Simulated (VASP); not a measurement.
A run of VASP 6.6.1 is set up as follows.

Contents of INCAR:

```
PREC     = Accurate       # precision mode
ENCUT    = 520            # plane-wave cutoff, eV
EDIFF    = 1E-7           # SCF threshold, eV
ISMEAR   = 0              # smearing method
SIGMA    = 0.05           # smearing width, eV
LREAL    = False          # projectors in reciprocal space
LASPH    = True           # aspherical terms in the spheres
NELM     = 150            # most SCF steps
ALGO     = Normal         # electronic algorithm
ISIF     = 2              # what is computed and relaxed
LWAVE    = False          # write WAVECAR
LCHARG   = False          # write CHGCAR
ISPIN    = 2              # spin polarisation
MAGMOM   = 0.4 0.4 0.4 0.4 0.4 0.4 # initial moments
LORBIT   = 11             # projections on sites
GGA      = PS             # functional
NBANDS   = 25             # bands
```

Contents of KPOINTS:

```
Automatic mesh
0
Gamma
  1 1 1
```

The input POSCAR:

```
AlN
1.0
   11.8000000000      0.0000000000      0.0000000000
    0.0000000000     12.1000000000      0.0000000000
    0.0000000000      0.0000000000     12.4000000000
Al N
3 3
Direct
    0.4492143843      0.4006919816      0.5483207899
    0.4492134383      0.5495265368      0.4030965866
    0.6018507812      0.5495129824      0.5483168492
    0.5674035647      0.4342689664      0.6285448541
    0.5673966730      0.6317315103      0.4358607620
    0.3649211585      0.4342680224      0.4358601584
```

Potentials or basis: VASP PAW PBE potentials, release 64 (Al, N).

Launch:

```sh
$ cat potpaw_PBE.64/Al/POTCAR potpaw_PBE.64/N/POTCAR > POTCAR
$ mpirun -np 1 vasp_gam > vasp.out
```

Q: Predict the gap between the frontier levels.

A: 1.48 eV.

Q: Estimate the net moment.

A: 0.00 μB per cell.

Q: What does it give for the largest force?

A: 0.079 eV/Å.

Forces in eV/Å, atoms in the order of the input:
```
Al  -0.014 -0.033  0.020
Al  -0.017  0.017 -0.033
Al   0.032  0.017  0.016
N    0.031 -0.033  0.062
N    0.033  0.063 -0.032
N   -0.065 -0.031 -0.034
```

Caveat: the PAW data sets were made with another functional, which shifts forces and pressure a little.
